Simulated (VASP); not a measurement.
# TiAl (Imm2) in VASP: single point with PBEsol

Aim: the single point of TiAl with PBEsol.

Everything below comes from runs of VASP 6.6.1. Logs are shortened: lines on timing, memory, paths and dates and some standing lists are left out, and cuts for length are marked.

### 1 The cell of the first run

Symmetry: Imm2, No. 44, orthorhombic system. Conventional cell: a = 2.848 Å, b = 9.238 Å, c = 4.932 Å, α = 90.00°, β = 90.00°, γ = 90.00°. Within 3.7 Å of Ti (site symmetry m) lie 6 Al at 2.77 to 2.96 Å and 6 Ti at 2.85 Å. Within 3.6 Å of Al (site symmetry mm2) lie 6 Al at 2.75 to 2.95 Å and 6 Ti at 2.83 to 2.86 Å. Al (site symmetry mm2) has 6 Al at 2.75 to 2.95 Å and 6 Ti at 2.77 to 2.96 Å within 3.6 Å.

### 2 Single point, PBEsol (mode 6 frozen in at +0.085 Å and mode 11 at -0.057 Å (largest displacements))

The input, INCAR:

```
PREC = Accurate
ENCUT = 520
EDIFF = 1E-7
ISMEAR = 0
SIGMA = 0.15
LREAL = False
LASPH = True
NELM = 100
ALGO = Fast
ISIF = 2
LWAVE = False
LCHARG = False
GGA = PS
NBANDS = 23
```

The input, KPOINTS:

```
regular mesh
0
Gamma
  16 16 16
```

The input, POSCAR:

```
TiAl
1.0
   -2.8475477342      0.0000000000      0.0000000000
    0.0000000000      4.9320973526      0.0000000000
    1.4237738671     -2.4660486763     -4.6191923826
Ti Al
2 2
Direct
    0.5021204890      0.4924060487      0.0042409781
   -0.0021204890     -0.0118349294     -0.0042409781
    0.7500000000      0.0890104313      0.5000000000
    0.2500000000      0.6121243303      0.5000000000
```

Potentials or basis: VASP PAW PBE potentials, release 64 (Ti_sv, Al).

Run with:

```console
cat potpaw_PBE.64/Ti_sv/POTCAR potpaw_PBE.64/Al/POTCAR > POTCAR
mpirun -np 1 vasp_std > vasp.out
```

OUTCAR:

```text
PREC = Accurate
   ENCUT = 520
   EDIFF = 1E-7
   ISMEAR = 0
   LREAL = False
   LASPH = True
   NELM = 100
   ISIF = 2
   GGA = PS

 ion  position               nearest neighbor table
   1  0.502  0.492  0.004-   4 2.77   4 2.77   3 2.83   3 2.83   2 2.85   2 2.85   2 2.85   2 2.85
                             3 2.86   4 2.96
   2  0.998  0.988  0.996-   4 2.77   4 2.77   3 2.83   3 2.83   1 2.85   1 2.85   1 2.85   1 2.85
                             3 2.86   4 2.96
   3  0.750  0.089  0.500-   4 2.75   4 2.75   1 2.83   2 2.83   1 2.83   2 2.83   2 2.86   1 2.86
                             4 2.95   4 2.95
   4  0.250  0.612  0.500-   3 2.75   3 2.75   1 2.77   2 2.77   1 2.77   2 2.77   3 2.95   3 2.95
                             2 2.96   1 2.96

  LATTYP: Found a body centered orthorhombic cell.
 ALAT       =     2.8475477342
 B/A-ratio  =     1.7320508076
 C/A-ratio  =     3.2443300789

  Lattice vectors:

 A1 = (  -1.4237738671,   2.4660486763,   4.6191923826)
 A2 = (   1.4237738671,  -2.4660486763,   4.6191923826)
 A3 = (   1.4237738671,   2.4660486763,  -4.6191923826)

Analysis of symmetry for initial positions (statically):
=====================================================================
 Subroutine PRICEL returns:
 Original cell was already a primitive cell.

 Routine SETGRP: Setting up the symmetry group for a
 body centered orthorhombic supercell.

 Subroutine GETGRP returns: Found  4 space group operations
 (whereof  2 operations were pure point group operations)
 out of a pool of  8 trial point group operations.

The static configuration has the point symmetry C_1h.
 The point group associated with its full space group is C_2v.

Analysis of symmetry for dynamics (positions and initial velocities):
=====================================================================
 Subroutine PRICEL returns:
 Original cell was already a primitive cell.

 Routine SETGRP: Setting up the symmetry group for a
 body centered orthorhombic supercell.

 Subroutine GETGRP returns: Found  4 space group operations
 (whereof  2 operations were pure point group operations)
 out of a pool of  8 trial point group operations.

The dynamic configuration has the point symmetry C_1h.
 The point group associated with its full space group is C_2v.

 Subroutine INISYM returns: Found  4 space group operations
 (whereof  2 operations are pure point group operations),
 and found     1 'primitive' translations

----------------------------------------------------------------------------------------

                                     Primitive cell

  volume of cell :      64.8737

  direct lattice vectors                    reciprocal lattice vectors
    -2.847547734  0.000000000  0.000000000    -0.351179363  0.000000000 -0.108244030
     0.000000000  4.932097353  0.000000000     0.000000000  0.202753500 -0.108244030
     1.423773867 -2.466048676 -4.619192383     0.000000000  0.000000000 -0.216488061

  length of vectors
     2.847547734  4.932097353  5.426367695     0.367482945  0.229838534  0.216488061

  position of ions in fractional coordinates (direct lattice)
     0.502120489  0.492406049  0.004240978
     0.997879511  0.988165071  0.995759022
     0.750000000  0.089010431  0.500000000
     0.250000000  0.612124330  0.500000000

  ion indices of the primitive-cell ions
   primitive index   ion index
                 1           1
                 2           2
                 3           3
                 4           4

----------------------------------------------------------------------------------------

 KPOINTS: regular mesh

Automatic generation of k-mesh.
 Grid dimensions read from file:
 generate k-points for:   16   16   16

 Generating k-lattice:

  Cartesian coordinates                     Fractional coordinates (reciprocal lattice)
    -0.021948710  0.000000000 -0.006765252     0.062500000  0.000000000  0.000000000
     0.000000000  0.012672094 -0.006765252     0.000000000  0.062500000  0.000000000
     0.000000000  0.000000000 -0.013530504     0.000000000  0.000000000  0.062500000

  Length of vectors
     0.022967684  0.014364908  0.013530504

  Shift w.r.t. Gamma in fractional coordinates (k-lattice)
     0.000000000  0.000000000  0.000000000

 Subroutine IBZKPT returns following result:
 ===========================================

 Found    621 irreducible k-points:

 Following reciprocal coordinates:
            Coordinates               Weight
  0.000000  0.000000  0.000000      1.000000
  0.062500  0.000000  0.000000      4.000000
  0.125000  0.000000  0.000000      4.000000
  0.187500  0.000000  0.000000      4.000000
  0.250000  0.000000  0.000000      4.000000
  0.312500  0.000000  0.000000      4.000000
[... 16 lines left out ...]
 -0.187500  0.062500  0.000000      8.000000
 -0.125000  0.062500 -0.000000      8.000000
 [... further k-points ...]
   k-points           NKPTS =    621   k-points in BZ     NKDIM =    621   number of bands    NBANDS=     23
   number of dos      NEDOS =    301   number of ions     NIONS =      4
   total plane-waves  NPLWV =  38400
   dimension x,y,z NGX =    24 NGY =   40 NGZ =   40
   dimension x,y,z NGXF=    48 NGYF=   80 NGZF=   80
   ions per type =               2   2
   NGX,Y,Z   is equivalent  to a cutoff of  14.01, 13.48, 12.25 a.u.
   NGXF,Y,Z  is equivalent  to a cutoff of  28.02, 26.97, 24.51 a.u.
 SYSTEM =  unknown system
   PREC   = accura    normal or accurate (medium, high low for compatibility)
   ISTART =      0    job   : 0-new  1-cont  2-samecut
   ICHARG =      2    charge: 1-file 2-atom 10-const
   ISPIN  =      1    spin polarized calculation?
   LNONCOLLINEAR =      F non collinear calculations
   LSORBIT =      F    spin-orbit coupling
   LASPH  =      T    aspherical Exc in radial PAW
   ENCUT  =  520.0 eV  38.22 Ry    6.18 a.u.   5.29  9.17 10.09*2*pi/ulx,y,z
   NELM   =    100;   NELMIN=  2; NELMDL= -5     # of ELM steps
   EDIFF  = 0.1E-06   stopping-criterion for ELM
   LREAL  =      F    real-space projection
   EDIFFG = 0.1E-05   stopping-criterion for IOM
   NSW    =      0    number of steps for IOM
   IBRION =     -1    ionic relax: 0-MD 1-quasi-New 2-CG
   NFREE  =      0    steps in history (QN), initial steepest desc. (CG)
   ISIF   =      2    stress and relaxation
   ISYM   =      2    0-nonsym 1-usesym 2-fastsym
   POTIM  = 0.5000    time-step for ionic-motion
   TEBEG  =    0.0;   TEEND  =   0.0 temperature during run
   PSTRESS=    0.0 pullay stress
   NELECT =      30.0000    total number of electrons
   NUPDOWN=      -1.0000    fix difference up-down
   EMIN   =  10.00;   EMAX   =-10.00  energy-range for DOS
   EFERMI =   0.00;   METHOD = LEGACY
   ISMEAR =     0;   SIGMA  =   0.15  broadening in eV -4-tet -1-fermi 0-gaus
   EFERMI_NEDOS =   21; number of points for ismear=-14 and -15
   IALGO  =     68    algorithm
   IMIX   =      4    mixing-type and parameters
     AMIX     =   0.40;   BMIX     =  1.00
     AMIX_MAG =   1.60;   BMIX_MAG =  1.00
  volume/ion in A,a.u.               =      16.22       109.45
  Fermi-wavevector in a.u.,A,eV,Ry     =   1.265977  2.392349 21.806013  1.602697
  Thomas-Fermi vector in A             =   2.399202
   LORBIT       =      0    0 simple, 1 ext, 2 COOP (PROOUT), +10 PAW based schemes
   GGA     = PS    functional components
   LHFCALC =     F    Hartree Fock is set to
   AEXX    =    0.0000 exact exchange contribution
   IVDW    =     0    specifies the selected vdW correction
   LEPSILON=     F    determine dielectric tensor
   LRPA    =     F    only Hartree local field effects (RPA)
 non-spin polarized calculation
 RMM-DIIS sequential band-by-band and
 Gauss-broadening in eV      SIGMA  =   0.15
  energy-cutoff  :      520.00
  volume of cell :       64.87
 maximum number of plane-waves:      1771
 NGX is ok and might be reduce to    24
   NGX = 11   NGY = 19   NGZ = 21

 number of electron      30.0000002 magnetization

 Free energy of the ion-electron system (eV)
  ---------------------------------------------------
  ext. energy  EPLUGINS =         0.00000000
  ---------------------------------------------------
  free energy    TOTEN  =       -25.82341286 eV

  energy without entropy =      -25.76524369  energy(sigma->0) =      -25.79432827

 E-fermi :   8.0448     XC(G=0): -11.1434

 val. band max:        8.0437246945   @ k =   0.1875   0.5000   0.1250
 cond. band min:       8.0448856111   @ k =  -0.1875  -0.4375   0.0625
 fundamental gap:      0.0011609166
 Fermi energy:         8.0448242389

 k-point     1 :       0.0000    0.0000    0.0000
  band No.  band energies     occupation
      1     -48.1900      2.00000
      2     -48.0848      2.00000
      3     -24.7960      2.00000
      4     -24.6207      2.00000
      5     -24.5212      2.00000
      6     -24.3073      2.00000
[... 15 lines left out ...]
     22      11.0150      0.00000
     23      12.1349      0.00000

 k-point     2 :       0.0625    0.0000    0.0000
  band No.  band energies     occupation
      1     -48.1870      2.00000
      2     -48.0838      2.00000
      3     -24.7884      2.00000
      4     -24.6178      2.00000
      5     -24.5202      2.00000
      6     -24.3228      2.00000
[... 15 lines left out ...]
     22      11.0622      0.00000
     23      12.1799      0.00000

 k-point     3 :       0.1250    0.0000    0.0000
  band No.  band energies     occupation
      1     -48.1784      2.00000
      2     -48.0811      2.00000
      3     -24.7661      2.00000
      4     -24.6094      2.00000
      5     -24.5173      2.00000
      6     -24.3667      2.00000
[... 15 lines left out ...]
     22      11.1301      0.00000
     23      12.3530      0.00000

 k-point     4 :       0.1875    0.0000    0.0000
  band No.  band energies     occupation
      1     -48.1651      2.00000
      2     -48.0774      2.00000
      3     -24.7304      2.00000
      4     -24.5965      2.00000
      5     -24.5133      2.00000
      6     -24.4314      2.00000
[... 15 lines left out ...]
     22      11.1432      0.00000
     23      12.6435      0.00000

 k-point     5 :       0.2500    0.0000    0.0000
  band No.  band energies     occupation
      1     -48.1485      2.00000
      2     -48.0738      2.00000
      3     -24.6834      2.00000
      4     -24.5804      2.00000
      5     -24.5095      2.00000
      6     -24.5059      2.00000
[... 15 lines left out ...]
     22      11.1044      0.00000
     23      12.5703      0.00000

 k-point     6 :       0.3125    0.0000    0.0000
  band No.  band energies     occupation
      1     -48.1304      2.00000
      2     -48.0716      2.00000
      3     -24.6280      2.00000
      4     -24.5784      2.00000
      5     -24.5621      2.00000
      6     -24.5079      2.00000
[... 15 lines left out ...]
     22      11.0225      0.00000
     23      12.0805      0.00000

 k-point     7 :       0.3750    0.0000    0.0000
  band No.  band energies     occupation
      1     -48.1127      2.00000
      2     -48.0722      2.00000
      3     -24.6355      2.00000
      4     -24.5824      2.00000
      5     -24.5676      2.00000
      6     -24.5446      2.00000
[... 353 lines left out ...]
     22      11.1206      0.00000
     23      12.1557      0.00000

 k-point    21 :      -0.3125    0.0625   -0.0000
  band No.  band energies     occupation
      1     -48.1299      2.00000
      2     -48.0722      2.00000
      3     -24.6418      2.00000
      4     -24.5647      2.00000
      5     -24.5569      2.00000
      6     -24.5098      2.00000
[... 15 lines left out ...]
     22      11.1586      0.00000
     23      12.2930      0.00000

 k-point    22 :      -0.2500    0.0625    0.0000
  band No.  band energies     occupation
      1     -48.1478      2.00000
      2     -48.0745      2.00000
      3     -24.6837      2.00000
      4     -24.5795      2.00000
      5     -24.5104      2.00000
      6     -24.5003      2.00000
[... 15 lines left out ...]
     22      11.2241      0.00000
     23      12.7056      0.00000

 k-point    23 :      -0.1875    0.0625    0.0000
  band No.  band energies     occupation
      1     -48.1642      2.00000
      2     -48.0782      2.00000
      3     -24.7272      2.00000
      4     -24.5954      2.00000
      5     -24.5143      2.00000
      6     -24.4286      2.00000
[... 15 lines left out ...]
     22      11.2226      0.00000
     23      12.4681      0.00000

 k-point    24 :      -0.1250    0.0625   -0.0000
  band No.  band energies     occupation
      1     -48.1775      2.00000
      2     -48.0820      2.00000
      3     -24.7613      2.00000
      4     -24.6084      2.00000
      5     -24.5183      2.00000
      6     -24.3648      2.00000
[... 15 lines left out ...]
     22      11.1618      0.00000
     23      12.2472      0.00000

 [... further k-points ...]
[... 5 lines left out ...]
  --------------------------------------------------------------------------------------
  -------------------------------------------------------------------------------------
  Total        1.0360476     -0.7309724      0.2375393      0.0000000      0.0000000      0.0000000
  in kB       25.5871304    -18.0527284      5.8664756      0.0000000      0.0000000      0.0000000
  external PRESSURE =       4.4669592 kB  Pullay stress =       0.0000000 kB

 VOLUME and BASIS-vectors are now :
 -----------------------------------------------------------------------------
  energy-cutoff  :      520.00
  volume of cell :       64.87
      direct lattice vectors                 reciprocal lattice vectors
    -2.847547734  0.000000000  0.000000000    -0.351179363  0.000000000 -0.108244030
     0.000000000  4.932097353  0.000000000     0.000000000  0.202753500 -0.108244030
     1.423773867 -2.466048676 -4.619192383     0.000000000  0.000000000 -0.216488061

 POSITION                                       TOTAL-FORCE (eV/Angst)
 -----------------------------------------------------------------------------------
     -1.42377      2.41814     -0.01959        -0.000000      0.223479      0.311531
     -1.42377      2.41814     -4.59960        -0.000000      0.223479     -0.311531
     -1.42377     -0.79402     -2.30960         0.000000      0.299410      0.000000
      0.00000      1.78603     -2.30960        -0.000000     -0.746368      0.000000
 -----------------------------------------------------------------------------------
    total drift:                               -0.000000      0.000259     -0.000001

  FREE ENERGIE OF THE ION-ELECTRON SYSTEM (eV)
  ---------------------------------------------------
  free  energy   TOTEN  =       -25.8234128579 eV

  energy  without entropy=      -25.7652436913  energy(sigma->0) =      -25.79432827
```

Run time: 19 min. Hardware: 1 thread of Intel Xeon 6975P-C (Granite Rapids), shared host; peak memory 0.83 GiB.

What came out:

```
Free energy            : -25.8234 eV
Pressure               : 0.4 GPa
Largest force          : 0.746 eV/Å
Band gap on the k mesh : zero (band 15 reaches 8.70 eV, above the bottom of band 16 at 7.61 eV)
```

Forces in eV/Å, atoms in the order of the input:
```
Ti   0.000  0.223  0.312
Ti   0.000  0.223 -0.312
Al   0.000  0.299  0.000
Al   0.000 -0.746  0.000
```

Levels at points of the mesh, in eV from the Fermi level:
```
           k point  band 11  band 12  band 13  band 14  band 15  band 16  band 17  band 18  band 19  band 20
(0.00, 0.00, 0.00)    -2.45    -2.20    -1.97    -1.78     0.65     0.99     1.29     1.31     1.90     2.79
(0.50, 0.00, 0.00)    -1.39    -1.34    -0.82    -0.74    -0.27    -0.06     0.45     0.57     2.42     2.58
(0.00, 0.50, 0.00)    -2.92    -2.75    -0.42    -0.30     0.38     0.44     1.91     2.04     2.35     2.36
(0.50, 0.50, 0.00)    -2.82    -2.41    -1.84    -1.63    -1.02     0.52     0.95     1.93     2.14     3.10
(0.00, 0.00, 0.50)    -3.77    -2.86    -1.50    -1.01    -0.43     1.31     1.33     2.11     2.72     2.76
```

Caveat: the cell differs from its parent crystal (mode 6 frozen in at +0.085 Å and mode 11 at -0.057 Å (largest displacements)); the PAW data sets were made with another functional, which shifts forces and pressure a little.
